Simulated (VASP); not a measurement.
WS2: single point with PBEsol+D3(BJ)

WS2, a slab with vacuum:

```
W S
1.0
     3.12394    0.00000    0.00000
    -1.56197    2.70541    0.00000
     0.00000    0.00000   16.93754
W S
1 2
Direct
  0.33333 0.66667 0.00081
  0.65694 0.33333 0.90484
  0.67640 0.33333 0.09053
```

This cell differs from its parent crystal: atoms displaced along a vibrational mode.

- Program: VASP 6.6.1
- Task: single point
- Functional: PBEsol
- Dispersion: D3(BJ)
- Potentials or basis: VASP PAW PBE potentials, release 64 (W_sv, S)
- Cutoff: 520 eV
- k mesh: 12 × 12 × 2
- Occupations: gaussian, width 0.05 eV
- Spin: no spin polarisation
- Dipole correction: no
- Further INCAR settings: ALGO = Normal; EDIFF = 1e-07; NBANDS = 20

* Largest force: 1.813 eV/Å
* Band gap on the k mesh: 1.97 eV (least direct gap 2.04 eV)
* Dispersion energy per atom: -0.253 eV

Forces on the atoms (eV/Å):
```
W    0.081  0.016 -1.811
S    0.280 -0.007  0.823
S   -0.361 -0.010  0.989
```

Levels at points of the mesh, in eV from the valence-band top:
```csv
k point,band 10,band 11,band 12,band 13,band 14,band 15,band 16,band 17
"(0.00, 0.00, 0.00)",-2.28,-1.47,-1.47,-0.16,2.88,2.99,3.29,3.41
"(0.50, 0.00, 0.00)",-3.43,-2.24,-1.10,-0.98,3.11,3.45,4.09,4.91
"(0.00, 0.50, 0.00)",-3.44,-2.25,-1.10,-0.96,3.11,3.46,4.11,4.90
"(0.50, 0.50, 0.00)",-3.45,-2.26,-1.09,-0.94,3.12,3.47,4.12,4.92
"(0.00, 0.00, 0.50)",-2.28,-1.47,-1.47,-0.16,2.88,2.99,3.29,3.41
"(0.50, 0.00, 0.50)",-3.43,-2.24,-1.10,-0.98,3.11,3.45,4.09,4.91
"(0.00, 0.50, 0.50)",-3.44,-2.25,-1.10,-0.96,3.11,3.46,4.11,4.90
"(0.50, 0.50, 0.50)",-3.45,-2.26,-1.09,-0.94,3.12,3.47,4.12,4.92
```

Wall time 5.6 min on 1 thread of Intel(R) Xeon(R) 6975P-C (Granite Rapids), with other jobs on the host, peak memory 0.52 GiB.

Caveat: the cell differs from its parent crystal (atoms displaced along a vibrational mode); the PAW data sets were made with another functional, which shifts forces and pressure a little; spin-orbit coupling is left out, which moves the levels of the heavy elements.
